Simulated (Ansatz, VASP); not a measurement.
AgI in VASP and in Ansatz

Contents of POSCAR:

```
AgI
1.0
    4.6038900385      0.0000000000      0.0000000000
   -2.3019450193      3.9870857295      0.0000000000
    0.0000000000      0.0000000000      7.5225308719
Ag I
2 2
Direct
    0.3333333333      0.6666666667      0.0000048562
    0.6666666667      0.3333333333      0.5000048562
    0.3333333333      0.6666666667      0.3749951438
    0.6666666667      0.3333333333      0.8749951438
```

Contents of INCAR.step1:

```
SYSTEM = AgI
ALGO = Normal
EDIFF = 1E-5
ENCUT = 550
GGA = PE
GGA_COMPAT = .False.
ISMEAR = 0
LASPH = .True.
LCHARG = .False.
LREAL = .False.
LWAVE = .True.
NBANDS = 26
NELM = 120
PREC = Accurate
SIGMA = 0.01
```

Contents of INCAR.step2:

```
SYSTEM = AgI
ALGO = Normal
EDIFF = 1E-6
ENCUT = 550
GGA_COMPAT = .False.
ISIF = 2
ISMEAR = 0
ISTART = 1
LASPH = .True.
LCHARG = .False.
LMIXTAU = .True.
LREAL = .False.
LWAVE = .False.
METAGGA = R2SCAN
NBANDS = 26
NELM = 120
PREC = Accurate
SIGMA = 0.01
```

Contents of KPOINTS:

```
k-points
0
Gamma
  6 6 4
  0 0 0
```

Input for Ansatz:

```yaml
crystal:
  lattice:
    - [4.6038900385, 0.0, 0.0]
    - [-2.3019450193, 3.9870857295, 0.0]
    - [0.0, 0.0, 7.5225308719]
  atoms:
    - { symbol: Ag, position: [0.3333333333, 0.6666666667, 4.8562e-06] }
    - { symbol: Ag, position: [0.6666666667, 0.3333333333, 0.5000048562] }
    - { symbol: I, position: [0.3333333333, 0.6666666667, 0.3749951438] }
    - { symbol: I, position: [0.6666666667, 0.3333333333, 0.8749951438] }
kpoints:
  mp_grid: { grid: [6, 6, 4] }
hamiltonian:
  xc: r2scan
scf:
  occupations: { method: fixed }
  n_extra_bands: 5
output:
  forces: true
  stress: true
  eigenvalues: true
```

Alike in both runs: task single point; functional r2SCAN; k mesh 6 × 6 × 4; no spin polarisation.

|  | VASP | Ansatz |
| --- | --- | --- |
| version | VASP 6.6.1 | Ansatz 0.2.0 |
| potentials or method | VASP PAW PBE potentials, release 64 (Ag, I) | plane waves, PAW |
| plane-wave cutoff (eV) | 550 | 500 |
| occupations | gaussian, width 0.01 eV | fixed |
| valence electrons in the cell | 36 | 72 |

|  | VASP | Ansatz | Ansatz less VASP |
| --- | --- | --- | --- |
| gap on the k mesh at the Fermi level (eV) | 1.83 | 1.86 | +0.032 |
| pressure (GPa) | 0.8 | 0.9 | +0.12 |

VASP's potentials were made for PBE, not for r2SCAN. VASP's potentials hold 36 valence electrons a cell and Ansatz's 72, so a difference there can come from the potentials and not from the codes.

Spin-orbit coupling is off throughout.
